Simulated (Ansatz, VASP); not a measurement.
## CdSe in VASP and in Ansatz

Contents of INCAR:

```
SYSTEM = CdSe
ALGO = Normal
EDIFF = 1E-6
ENCUT = 520
GGA = PE
ISIF = 2
ISMEAR = 0
LASPH = .True.
LCHARG = .False.
LREAL = .False.
LWAVE = .False.
NBANDS = 46
NELM = 80
PREC = Accurate
SIGMA = 0.2
```

File KPOINTS:

```
k-points
0
Gamma
  6 6 2
  0 0 0
```

The input POSCAR:

```
CdSe
1.0
    4.0634045328      0.0000000000      0.0000000000
   -2.0317022664      3.5190115513      0.0000000000
    0.0000000000      0.0000000000     13.3938309194
Cd Se
4 4
Direct
    1.0000000000      0.0000000000      0.0000000000
    0.0000000000      0.0000000000      0.5000000000
    0.0000000000      0.0000000000      0.2500000000
    0.0000000000      0.0000000000      0.7500000000
    0.3333333333      0.6666666667      0.3750000000
    0.3333333333      0.6666666667      0.8750000000
    0.6666666667      0.3333333333      0.1250000000
    0.6666666667      0.3333333333      0.6250000000
```

Input for Ansatz:

```yaml
crystal:
  lattice:
    - [4.0634045328, 0.0, 0.0]
    - [-2.0317022664, 3.5190115513, 0.0]
    - [0.0, 0.0, 13.3938309194]
  atoms:
    - { symbol: Cd, position: [1.0, 0.0, 0.0] }
    - { symbol: Cd, position: [0.0, 0.0, 0.5] }
    - { symbol: Cd, position: [0.0, 0.0, 0.25] }
    - { symbol: Cd, position: [0.0, 0.0, 0.75] }
    - { symbol: Se, position: [0.3333333333, 0.6666666667, 0.375] }
    - { symbol: Se, position: [0.3333333333, 0.6666666667, 0.875] }
    - { symbol: Se, position: [0.6666666667, 0.3333333333, 0.125] }
    - { symbol: Se, position: [0.6666666667, 0.3333333333, 0.625] }
basis:
  ecutwfc: 420
kpoints:
  mp_grid: { grid: [6, 6, 2] }
hamiltonian:
  xc: pbe
scf:
  occupations: { method: gaussian, width: 0.2 }
  lower_state_search: "off"
output:
  forces: true
  stress: true
  eigenvalues: true
```

Alike in both runs: task single point; functional PBE; k mesh 6 × 6 × 2; occupations gaussian, width 0.2 eV; no spin polarisation.

```csv
,VASP,Ansatz
version,VASP 6.6.1,Ansatz 0.2.0
potentials or method,"VASP PAW PBE potentials, release 64 (Cd, Se), cutoff 520 eV","scalar-relativistic, plane waves, PAW"
valence electrons in the cell,72,144
```

VASP gave:

| Quantity | Value |
| --- | --- |
| gap on the k mesh at the Fermi level (eV) | none |
| pressure (GPa) | 0.4 |

What did Ansatz give for the same quantities?

gap on the k mesh at the Fermi level (eV): none; pressure (GPa): 0.1.

A gap of «none» marks a metal or a gap that the smearing closes. With one functional, cell and mesh, what is left measures potentials, basis and numerics. VASP's potentials hold 72 valence electrons a cell and Ansatz's 144, so a difference there can come from the potentials and not from the codes.
